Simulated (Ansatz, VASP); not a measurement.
**Two plane-wave programs on TaN**

```xyz
6
Lattice="5.1996 0.0000 0.0000 -2.5998 4.5030 0.0000 0.0000 0.0000 2.8813" Properties=species:S:1:pos:R:3 pbc="T T T"
Ta    0.0000    3.0020    1.4406
Ta    2.5998    1.5010    1.4406
Ta    0.0000    0.0000    0.0000
N     2.0404    0.0000    0.0000
N     1.5796    2.7360    0.0000
N    -1.0202    1.7670    0.0000
```

Change from the starting cell: strain along c alone, the other axes held, atoms relaxed: -1.0 %.

Alike in both runs: functional r2SCAN; k mesh 12 × 12 × 12; occupations gaussian, width 0.1 eV; no spin polarisation.

Ansatz relaxed the structure, and its values are those at the end. VASP's run is a single point on that final structure, the one shown.

|  | VASP | Ansatz |
| --- | --- | --- |
| version | VASP 6.6.1 | Ansatz 0.2.0 |
| potentials or method | VASP PAW PBE potentials, release 64 (Ta_pv, N), cutoff 520 eV | scalar-relativistic, plane waves, PAW |
| valence electrons in the cell | 48 | 54 |

Ansatz gave:

- gap on the k mesh at the Fermi level (eV): none
- pressure (GPa): 3.6
- rms of the force components (eV/Å): 0.003

Task: What did VASP give for the same quantities?

Result: gap on the k mesh at the Fermi level (eV): none; pressure (GPa): 5.2; rms of the force components (eV/Å): 0.001.

VASP's potentials were made for PBE, not for r2SCAN. A gap of «none» marks a metal or a gap that the smearing closes. VASP's potentials hold 48 valence electrons a cell and Ansatz's 54, so a difference there can come from the potentials and not from the codes. Ansatz's warnings: stress scf threshold loose.

Neither program's run includes spin-orbit coupling.
